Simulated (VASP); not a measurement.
AgCl (rocksalt type): electric field gradients with PBE

Crystal: AgCl (rocksalt type).

```xyz
2
Lattice="0.0000 2.8052 2.8052 2.8052 0.0000 2.8052 2.8052 2.8052 0.0000" Properties=species:S:1:pos:R:3 pbc="T T T"
Ag    0.0000    0.0000    0.0000
Cl    2.8052    2.8052    2.8052
```

```yaml
Program: VASP 6.6.1
Task: electric field gradients
Functional: PBE
Potentials_or_basis: VASP PAW PBE potentials, release 64 (Ag, Cl)
Cutoff: 520 eV
k_mesh: 12 × 12 × 12
Occupations: fermi-dirac, width 0.08 eV
Spin: no spin polarisation
Dipole_correction: no
Further_INCAR_settings: ALGO = Normal; EDIFF = 1e-08; NBANDS = 16
```

The pressure is -0.1 GPa. The band gap on the k mesh is 0.92 eV (least direct gap 2.97 eV) and the largest electric field gradient by atom is under 0.05 V/Å² on every atom.

Levels at points of the mesh, in eV from the valence-band top:
| k point | band 6 | band 7 | band 8 | band 9 | band 10 | band 11 | band 12 | band 13 |
| --- | --- | --- | --- | --- | --- | --- | --- | --- |
| (0.00, 0.00, 0.00) | -2.27 | -2.18 | -2.18 | -2.18 | 0.92 | 10.87 | 10.87 | 10.87 |
| (0.50, 0.00, 0.00) | -1.97 | -1.67 | 0.00 | 0.00 | 4.34 | 6.35 | 7.73 | 7.73 |
| (0.50, 0.50, 0.00) | -2.09 | -1.86 | -1.86 | -1.80 | 2.44 | 8.08 | 8.52 | 11.34 |

It took 39 s on 1 thread of Intel(R) Xeon(R) Platinum 8488C (Sapphire Rapids), with other jobs on the host, peak memory 0.2 GiB.

A k mesh can miss the band edges.
